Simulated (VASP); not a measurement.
A run of VASP 6.6.1 is set up as follows.

The input INCAR:

```
SYSTEM = Si3Ni7
PREC = Accurate ; ENCUT = 520
EDIFF = 1E-6 ; ISMEAR = -1
SIGMA = 0.0862 ; LREAL = Auto
LASPH = .TRUE. ; NELM = 80
ALGO = Normal ; ISIF = 2
LWAVE = .FALSE. ; LCHARG = .FALSE.
GGA = PE ; NBANDS = 98
ISYM = 0
```

The input KPOINTS:

```
Automatic mesh
0
Gamma
  1 1 1
  0.25 0.25 0.25
```

Contents of POSCAR:

```
Si3Ni7
1.0
    6.3191000000      0.0520890000     -0.0979460000
    0.0520890000      6.2804780000      0.1071670000
   -0.0979460000      0.1071670000      6.3162060000
Ni Si
14 6
Direct
    0.2613511877      0.1473695920      0.7220879348
    0.4358850630      0.6267720693      0.3303068196
    0.5951233575      0.3526861871      0.6590067885
    0.4131322320      0.2092732213      0.3497204598
    0.0797007473      0.4404909276      0.4335932486
    0.2106028144      0.3823709673     -0.0016379843
    0.7898791600      0.7037103945      0.5119144265
    0.9629155943      0.6888589915      0.1390348540
    0.6793956990      0.9686712582      0.2447622035
    0.8357368715      0.1004520760      0.5486320326
    0.1646334000      0.8816250558      0.4210777911
    0.3135796437      0.9112874549      0.0511830883
    0.3680936799      0.6363828581      0.7360925312
    0.7160759553      0.4100328845      0.2486755152
    0.5029274048      0.9012254046      0.5783747561
    0.9381961969      0.3661328077      0.7798693092
    0.9808546733      0.1015296346      0.1944780087
    0.5853497339      0.6943419961      1.0120380995
    0.5298484069      0.1733977204      0.9746205267
    1.0272232732      0.8338783501      0.7844983475
```

Potentials or basis: VASP PAW PBE potentials, release 64 (Ni, Si).

Launch:

```bash
$ cat potpaw_PBE.64/Ni/POTCAR potpaw_PBE.64/Si/POTCAR > POTCAR
$ mpirun -np 1 vasp_std > vasp.out
```

Task: Estimate the pressure.

Result: -5.5 GPa.

Task: Estimate the band gap on the k mesh.

Result: 0.19 eV.

Task: Predict the largest force.

Result: 2.303 eV/Å.

Stress tensor (GPa, compression positive):
```
-2.72 -2.22 -1.19
-2.22 -7.06  1.13
-1.19  1.13 -6.66
```

Caveat: the k points lie up to 1.00 Å⁻¹ apart. Spin polarisation is off, so any magnetic state and its effect on volume and gap are missing.
